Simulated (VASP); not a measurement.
# SnSe (Fm-3m) in VASP: settings compared

Aim: see how the results for SnSe move with the level of theory and the settings. Levels: PBEsol+D3(BJ), PBEsol, BLYP+D3(BJ). Tasks: single point, relaxation of cell and atoms.

All numbers are computed with VASP 6.6.1; they aren't measurements. Logs are shortened: lines on timing, memory, paths and dates and some standing lists are left out, and cuts for length are marked.

**1. The cell of the first run**

The structure is cubic, space group Fm-3m (No. 225). Conventional cell: a = 5.860 Å, b = 5.860 Å, c = 5.860 Å, α = 90.00°, β = 90.00°, γ = 90.00°. Within 3.9 Å of Sn (site symmetry m-3m) lie 6 Se at 2.93 Å. Within 3.9 Å of Se (site symmetry m-3m) lie 6 Sn at 2.93 Å.

**2. Single point, PBEsol+D3(BJ)**

File INCAR:

```
SYSTEM = SnSe
  PREC = Accurate
  ENCUT = 500
  EDIFF = 1E-6
  ISMEAR = 0
  SIGMA = 0.01
  LREAL = .FALSE.
  LASPH = .TRUE.
  NELM = 120
  ALGO = Normal
  ISIF = 2
  LWAVE = .FALSE.
  LCHARG = .FALSE.
  GGA = PS
  IVDW = 12
  NBANDS = 17
  GGA_COMPAT = .FALSE.
```

File KPOINTS:

```
regular mesh
0
G
  6 6 6
  0 0 0
```

File POSCAR:

```
SnSe
1.0
    0.0000000000      2.9297816147      2.9297816147
    2.9297816147      0.0000000000      2.9297816147
    2.9297816147      2.9297816147      0.0000000000
Sn Se
1 1
Direct
    0.0000000000      0.0000000000      0.0000000000
    0.5000000000      0.5000000000      0.5000000000
```

Potentials or basis: VASP PAW PBE potentials, release 64 (Sn_d, Se).

Command:

```console
cat potpaw_PBE.64/Sn_d/POTCAR potpaw_PBE.64/Se/POTCAR > POTCAR
mpirun -np 1 vasp_std > vasp.out
```

OUTCAR:

```text
SYSTEM = SnSe
   PREC = Accurate
   ENCUT = 500
   EDIFF = 1E-6
   ISMEAR = 0
   LREAL = .FALSE.
   LASPH = .TRUE.
   NELM = 120
   ISIF = 2
   GGA = PS
   IVDW = 12
 IVDW          = 12

 ion  position               nearest neighbor table
   1  0.000  0.000  0.000-   2 2.93   2 2.93   2 2.93   2 2.93   2 2.93   2 2.93
   2  0.500  0.500  0.500-   1 2.93   1 2.93   1 2.93   1 2.93   1 2.93   1 2.93

  LATTYP: Found a face centered cubic cell.
 ALAT       =     5.8595632294

  Lattice vectors:

 A1 = (   0.0000000000,   2.9297816147,   2.9297816147)
 A2 = (   2.9297816147,   0.0000000000,   2.9297816147)
 A3 = (   2.9297816147,   2.9297816147,   0.0000000000)

Analysis of symmetry for initial positions (statically):
=====================================================================
 Subroutine PRICEL returns:
 Original cell was already a primitive cell.

 Routine SETGRP: Setting up the symmetry group for a
 face centered cubic supercell.

 Subroutine GETGRP returns: Found 48 space group operations
 (whereof 48 operations were pure point group operations)
 out of a pool of 48 trial point group operations.

The static configuration has the point symmetry O_h .

Analysis of symmetry for dynamics (positions and initial velocities):
=====================================================================
 Subroutine PRICEL returns:
 Original cell was already a primitive cell.

 Routine SETGRP: Setting up the symmetry group for a
 face centered cubic supercell.

 Subroutine GETGRP returns: Found 48 space group operations
 (whereof 48 operations were pure point group operations)
 out of a pool of 48 trial point group operations.

The dynamic configuration has the point symmetry O_h .

 Subroutine INISYM returns: Found 48 space group operations
 (whereof 48 operations are pure point group operations),
 and found     1 'primitive' translations

----------------------------------------------------------------------------------------

                                     Primitive cell

  volume of cell :      50.2963

  direct lattice vectors                    reciprocal lattice vectors
     0.000000000  2.929781615  2.929781615    -0.170661184  0.170661184  0.170661184
     2.929781615  0.000000000  2.929781615     0.170661184 -0.170661184  0.170661184
     2.929781615  2.929781615  0.000000000     0.170661184  0.170661184 -0.170661184

  length of vectors
     4.143336894  4.143336894  4.143336894     0.295593842  0.295593842  0.295593842

[... 69 lines left out ...]
   ENCUT  =  500.0 eV  36.75 Ry    6.06 a.u.   7.55  7.55  7.55*2*pi/ulx,y,z
   NELM   =    120;   NELMIN=  2; NELMDL= -5     # of ELM steps
   EDIFF  = 0.1E-05   stopping-criterion for ELM
   LREAL  =      F    real-space projection
   EDIFFG = 0.1E-04   stopping-criterion for IOM
   NSW    =      0    number of steps for IOM
   IBRION =     -1    ionic relax: 0-MD 1-quasi-New 2-CG
   NFREE  =      0    steps in history (QN), initial steepest desc. (CG)
   ISIF   =      2    stress and relaxation
   ISYM   =      2    0-nonsym 1-usesym 2-fastsym
   POTIM  = 0.5000    time-step for ionic-motion
   TEBEG  =    0.0;   TEEND  =   0.0 temperature during run
   PSTRESS=    0.0 pullay stress
   NELECT =      20.0000    total number of electrons
   NUPDOWN=      -1.0000    fix difference up-down
   EMIN   =  10.00;   EMAX   =-10.00  energy-range for DOS
   EFERMI =   0.00;   METHOD = LEGACY
   ISMEAR =     0;   SIGMA  =   0.01  broadening in eV -4-tet -1-fermi 0-gaus
   EFERMI_NEDOS =   21; number of points for ismear=-14 and -15
   IALGO  =     38    algorithm
   IMIX   =      4    mixing-type and parameters
     AMIX     =   0.40;   BMIX     =  1.00
     AMIX_MAG =   1.60;   BMIX_MAG =  1.00
  volume/ion in A,a.u.               =      25.15       169.71
  Fermi-wavevector in a.u.,A,eV,Ry     =   1.203851  2.274949 19.718358  1.449258
  Thomas-Fermi vector in A             =   2.339593
   LORBIT       =      0    0 simple, 1 ext, 2 COOP (PROOUT), +10 PAW based schemes
   GGA     = PS    functional components
   LHFCALC =     F    Hartree Fock is set to
   AEXX    =    0.0000 exact exchange contribution
   IVDW    =    12    specifies the selected vdW correction
   LEPSILON=     F    determine dielectric tensor
   LRPA    =     F    only Hartree local field effects (RPA)
 non-spin polarized calculation
 Gauss-broadening in eV      SIGMA  =   0.01
  energy-cutoff  :      500.00
  volume of cell :       50.30
 maximum number of plane-waves:      1303
   NGX = 15   NGY = 15   NGZ = 15

 number of electron      20.0000008 magnetization

 Free energy of the ion-electron system (eV)
  ---------------------------------------------------
  ext. energy  EPLUGINS =         0.00000000
  ---------------------------------------------------
  free energy    TOTEN  =        -8.99465404 eV

  energy without entropy =       -8.99465404  energy(sigma->0) =       -8.99465404

 E-fermi :   6.3743     XC(G=0): -10.1517

 val. band max:        6.2225057321   @ k =   0.5000   0.0000   0.0000
 cond. band min:       7.2485537571   @ k =   0.5000   0.0000   0.0000
 fundamental gap:      1.0260480249
 Fermi energy:         6.3742520359

 k-point     1 :       0.0000    0.0000    0.0000
  band No.  band energies     occupation
      1     -15.1207      2.00000
      2     -15.1207      2.00000
      3     -15.1169      2.00000
      4     -15.1169      2.00000
      5     -15.1169      2.00000
      6      -8.0989      2.00000
[... 297 lines left out ...]
      4     -15.1006      2.00000
      5     -15.0915      2.00000
      6      -6.5827      2.00000
[... 9 lines left out ...]
     16      17.9626      0.00000
     17      19.2917      0.00000

------------------------ aborting loop because EDIFF is reached ----------------------------------------

 Edisp (eV)   -0.71529

 E8    (eV) :    -0.4804

  FORCE on cell =-STRESS in cart. coord.  units (eV):
  Direction    XX          YY          ZZ          XY          YZ          ZX
  --------------------------------------------------------------------------------------
  -------------------------------------------------------------------------------------
  Total       0.00421     0.00421     0.00421     0.00000     0.00000     0.00000
  in kB       0.13411     0.13411     0.13411     0.00000     0.00000     0.00000
  external pressure =        0.13 kB  Pullay stress =        0.00 kB

 VOLUME and BASIS-vectors are now :
 -----------------------------------------------------------------------------
  energy-cutoff  :      500.00
  volume of cell :       50.30
      direct lattice vectors                 reciprocal lattice vectors
     0.000000000  2.929781615  2.929781615    -0.170661184  0.170661184  0.170661184
     2.929781615  0.000000000  2.929781615     0.170661184 -0.170661184  0.170661184
     2.929781615  2.929781615  0.000000000     0.170661184  0.170661184 -0.170661184

 POSITION                                       TOTAL-FORCE (eV/Angst)
 -----------------------------------------------------------------------------------
      0.00000      0.00000      0.00000        -0.000000     -0.000000      0.000000
      2.92978      2.92978      2.92978         0.000000      0.000000     -0.000000
 -----------------------------------------------------------------------------------
    total drift:                               -0.000000      0.000000      0.000000

  FREE ENERGIE OF THE ION-ELECTRON SYSTEM (eV)
  ---------------------------------------------------
  free  energy   TOTEN  =        -9.7099416966 eV

  energy  without entropy=       -9.7099416966  energy(sigma->0) =       -9.70994170
```

stdout:

```text
POSCAR found type information on POSCAR SnSe
 POSCAR found :  2 types and       2 ions
 scaLAPACK will be used
 -----------------------------------------------------------------------------
|                                                                             |
|                                                                             |
|     You enforced a specific xc type in the INCAR file but a different       |
|     I HOPE YOU KNOW WHAT YOU ARE DOING!                                     |
|                                                                             |
 -----------------------------------------------------------------------------

 LDA part: xc-table for (Slater+PW92), standard interpolation
 POSCAR, INCAR and KPOINTS ok, starting setup
 FFT: planning ... GRIDC
 FFT: planning ... GRID_SOFT
 FFT: planning ... GRID
 WAVECAR not read
 entering main loop
```

Wall time 12 s (1 thread of Intel Xeon 8259CL, shared host); peak memory 0.18 GiB.

What came out:

| Quantity | Value |
| --- | --- |
| Free energy | -9.7099 eV |
| Pressure | 0.0 GPa |
| Band gap on the k mesh | 1.03 eV |
| Dispersion energy per atom | -0.358 eV |

Levels at points of the mesh, in eV from the valence-band top:
```
           k point  band 7  band 8  band 9  band 10  band 11  band 12  band 13  band 14
(0.00, 0.00, 0.00)   -4.69   -2.28   -2.28    -2.28     4.74     4.74     4.74     5.85
(0.50, 0.00, 0.00)   -8.38   -2.02   -2.02     0.00     1.03     1.30     1.30     8.50
(0.50, 0.50, 0.00)   -5.94   -5.92   -3.90    -3.90     2.79     5.93     5.93     6.60
```

Caveat: the PAW data sets were made with another functional, which shifts forces and pressure a little; spin-orbit coupling is left out, which moves the levels of the heavy elements.

**3. Single point, PBEsol**

This run uses another cell than the first one, of 26.10 Å³/atom.

File INCAR:

```
SYSTEM = SnSe
PREC = Accurate
ENCUT = 500
EDIFF = 1E-6
ISMEAR = 0
SIGMA = 0.01
LREAL = .FALSE.
LASPH = .TRUE.
NELM = 120
ALGO = Normal
ISIF = 2
LWAVE = .FALSE.
LCHARG = .FALSE.
GGA = PS
NBANDS = 17
GGA_COMPAT = .FALSE.
```

KPOINTS is that of step 2.

File POSCAR:

```
SnSe
1.0
    0.0000000000      2.9664458414      2.9664458414
    2.9664458414      0.0000000000      2.9664458414
    2.9664458414      2.9664458414      0.0000000000
Sn Se
1 1
Direct
    0.0000000000      0.0000000000      0.0000000000
    0.5000000000      0.5000000000      0.5000000000
```

Potentials or basis: VASP PAW PBE potentials, release 64 (Sn_d, Se).

Command:

```console
cat potpaw_PBE.64/Sn_d/POTCAR potpaw_PBE.64/Se/POTCAR > POTCAR
mpirun -np 1 vasp_std > vasp.out
```

It took 11 s on 1 thread of Intel Xeon 8259CL, shared host; peak memory 0.17 GiB.

Results (log left out):

| Quantity | Value |
| --- | --- |
| Free energy | -9.0088 eV |
| Pressure | 0.0 GPa |
| Band gap on the k mesh | 0.84 eV |

Levels at points of the mesh, in eV from the valence-band top:
```tsv
k point	band 8	band 9	band 10	band 11	band 12	band 13
(0.00, 0.00, 0.00)	-2.20	-2.20	-2.20	4.57	4.57	4.57
(0.50, 0.00, 0.00)	-1.94	-1.94	0.00	0.84	1.30	1.30
(0.50, 0.50, 0.00)	-5.70	-3.74	-3.74	2.89	5.69	5.69
```

Caveat: the PAW data sets were made with another functional, which shifts forces and pressure a little; spin-orbit coupling is left out, which moves the levels of the heavy elements.

**4. Single point, BLYP+D3(BJ)**

This run uses another cell than the first one, of 27.04 Å³/atom.

File INCAR:

```
SYSTEM = SnSe
  PREC = Accurate
  ENCUT = 500
  EDIFF = 1E-6
  ISMEAR = 0
  SIGMA = 0.01
  LREAL = .False.
  LASPH = .True.
  NELM = 120
  ALGO = Normal
  ISIF = 2
  LWAVE = .False.
  LCHARG = .False.
  GGA = B5
  ALDAX = 1.0
  AGGAX = 1.0
  AGGAC = 1.0
  ALDAC = 0.0
  IVDW = 12
  VDW_S6 = 1.0
  VDW_S8 = 2.6996
  VDW_A1 = 0.4298
  VDW_A2 = 4.2359
  NBANDS = 17
  GGA_COMPAT = .False.
```

File KPOINTS:

```
Automatic mesh
0
Gamma
  6 6 6
  0 0 0
```

File POSCAR:

```
SnSe
1.0
    0.0000000000      3.0015165688      3.0015165688
    3.0015165688      0.0000000000      3.0015165688
    3.0015165688      3.0015165688      0.0000000000
Sn Se
1 1
Direct
    0.0000000000      0.0000000000      0.0000000000
    0.5000000000      0.5000000000      0.5000000000
```

Command:

```console
cat potpaw_PBE.64/Sn_d/POTCAR potpaw_PBE.64/Se/POTCAR > POTCAR
mpirun -np 1 vasp_std > vasp.out
```

It took 20 s on 1 thread of Intel Xeon 8259CL, shared host; peak memory 0.19 GiB.

It converged, with:

| Property | Result |
| --- | --- |
| Free energy | -8.6367 eV |
| Pressure | 0.1 GPa |
| Band gap on the k mesh | 0.43 eV |
| Dispersion energy per atom | -0.825 eV |

Levels at points of the mesh, in eV from the valence-band top:
```tsv
k point	band 7	band 8	band 9	band 10	band 11	band 12	band 13	band 14
(0.00, 0.00, 0.00)	-5.26	-2.33	-2.33	-2.33	4.14	4.14	4.14	5.98
(0.50, 0.00, 0.00)	-8.23	-2.06	-2.06	0.00	0.43	1.13	1.13	8.50
(0.50, 0.50, 0.00)	-6.25	-5.53	-3.75	-3.75	3.23	5.19	5.19	5.88
```

Caveat: the PAW data sets were made with another functional, which shifts forces and pressure a little; spin-orbit coupling is left out, which moves the levels of the heavy elements.

**5. Relaxation of cell and atoms, PBEsol+D3(BJ)**

This run uses another cell than the first one, of 27.27 Å³/atom.

File INCAR:

```
SYSTEM = SnSe
PREC     = Accurate       ! precision mode
ENCUT    = 500            ! plane-wave cutoff, eV
EDIFF    = 1E-7           ! SCF threshold, eV
ISMEAR   = 0              ! smearing method
SIGMA    = 0.01           ! smearing width, eV
LREAL    = .False.        ! projectors in reciprocal space
LASPH    = .True.         ! aspherical terms in the spheres
NELM     = 120            ! most SCF steps
ALGO     = Normal         ! electronic algorithm
ISIF     = 3              ! what is computed and relaxed
LWAVE    = .False.        ! write WAVECAR
LCHARG   = .False.        ! write CHGCAR
GGA      = PS             ! functional
IVDW     = 12             ! dispersion correction
IBRION   = 2              ! ionic algorithm
NSW      = 60             ! ionic steps
EDIFFG   = -0.05          ! ionic threshold
GGA_COMPAT= .False.      
NELMIN   = 4
```

KPOINTS is that of step 4.

File POSCAR:

```
SnSe
1.0
    0.0000000000      3.0100000000      3.0100000000
    3.0100000000      0.0000000000      3.0100000000
    3.0100000000      3.0100000000      0.0000000000
Sn Se
1 1
Direct
    0.0000000000      0.0000000000      0.0000000000
    0.5000000000      0.5000000000      0.5000000000
```

Command:

```console
cat potpaw_PBE.64/Sn_d/POTCAR potpaw_PBE.64/Se/POTCAR > POTCAR
mpirun -np 1 vasp_std > vasp.out
```

Run time: 38 s. Hardware: 1 thread of Intel Xeon 8259CL, shared host; peak memory 0.2 GiB.

Results (log left out):

```yaml
Free_energy: -9.7110 eV
Relaxed_volume: 25.16 Å³/atom
Relaxed_cell: a = 4.144 Å, b = 4.144 Å, c = 4.144 Å, α = 60.00°, β = 60.00°, γ = 60.00°
Space_group_after_relaxing_to_0.1_Å: Fm-3m (No. 225)
Energy_gained_by_relaxing: 29.8 meV/atom
Ionic_steps: 3
Pressure_after_relaxing: 0.0 GPa
Band_gap_on_the_k_mesh: 1.02 eV
Dispersion_energy_per_atom: -0.358 eV
```

The path:
```
step  energy change (eV)  largest force (eV/Å)  pressure (GPa)  volume (Å³)
   1              0.0000                0.0000           -4.20        54.54
   2             -0.0534                0.0000            1.63        49.09
   3             -0.0595                0.0000            0.01        50.31
```

Final structure:
```
CELL_PARAMETERS angstrom
0.00000 2.93014 2.93014
2.93014 0.00000 2.93014
2.93014 2.93014 0.00000
ATOMIC_POSITIONS crystal
Sn 0.00000 0.00000 0.00000
Se 0.50000 0.50000 0.50000
```

Levels at points of the mesh, in eV from the valence-band top:
```
           k point  band 8  band 9  band 10  band 11  band 12  band 13
(0.00, 0.00, 0.00)   -2.28   -2.28    -2.28     4.74     4.74     4.74
(0.50, 0.00, 0.00)   -2.01   -2.01     0.00     1.02     1.30     1.30
(0.50, 0.50, 0.00)   -5.92   -3.90    -3.90     2.79     5.93     5.93
```

Caveat: the PAW data sets were made with another functional, which shifts forces and pressure a little; spin-orbit coupling is left out, which moves the levels of the heavy elements. A k mesh can miss the band edges.

**6. Summary**

| task | level | cell | gap on the mesh (eV) | pressure (GPa) |
| --- | --- | --- | --- | --- |
| single point | PBEsol+D3(BJ) | a = 4.143 Å, angles 60.0°, 2 atoms | 1.03 | 0.0 |
| single point | PBEsol | a = 4.195 Å, angles 60.0°, 2 atoms | 0.84 | 0.0 |
| single point | BLYP+D3(BJ) | a = 4.245 Å, angles 60.0°, 2 atoms | 0.43 | 0.1 |
| relaxation of cell and atoms | PBEsol+D3(BJ) | relaxed from a = 4.257 Å, angles 60.0°, 2 atoms | 1.02 | 0.0 |

Alike in all rows: potentials or basis VASP PAW PBE potentials, release 64 (Sn_d, Se); no spin polarisation; k mesh 6 × 6 × 6; cutoff (eV) 500; smearing gaussian 0.01 eV.

Caveats: the PAW data sets were made with another functional, which shifts forces and pressure a little; spin-orbit coupling is left out, which moves the levels of the heavy elements.

Total energies depend on the potentials used, so only differences within one code and one set of settings carry meaning.
